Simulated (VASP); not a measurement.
Runs of VASP 6.6.1 on LuH2 (base). The structure is that of space group Fm-3m (No. 225), or close to it. The cells are those of the table. 

```tsv
task	cell	cutoff (eV)	smearing	gap on the mesh (eV)	pressure (GPa)	relaxed volume (Å³/atom)
relaxation of cell and atoms	relaxed from a = 3.506 Å, angles 60.0°, 3 atoms	600	fermi-dirac 0.15 eV	none	0.0	(a)
single point	a = 3.506 Å, angles 60.0°, 3 atoms	520	gaussian 0.1 eV	none	0.4	-
relaxation of cell and atoms	relaxed from a = 3.559 Å, angles 60.0°, 3 atoms	600	gaussian 0.1 eV	none	0.0	10.20
single point	a = 3.507 Å, angles 60.0°, 3 atoms	520	fermi-dirac 0.15 eV	none	0.4	-
```

Alike in all rows: level PBEsol; potentials or basis VASP PAW PBE potentials, release 64 (Lu, H); no spin polarisation; k mesh 14 × 14 × 14.

Question: Fill in the values left out.

Answer: (a) 10.21.

Caveats: the PAW data sets were made with another functional, which shifts forces and pressure a little; spin-orbit coupling is left out, which moves the levels of the heavy elements.

A k mesh can miss the band edges, and the runs leave out spin-orbit coupling on Lu.

A gap of «none» marks levels without a gap at the run's occupations.
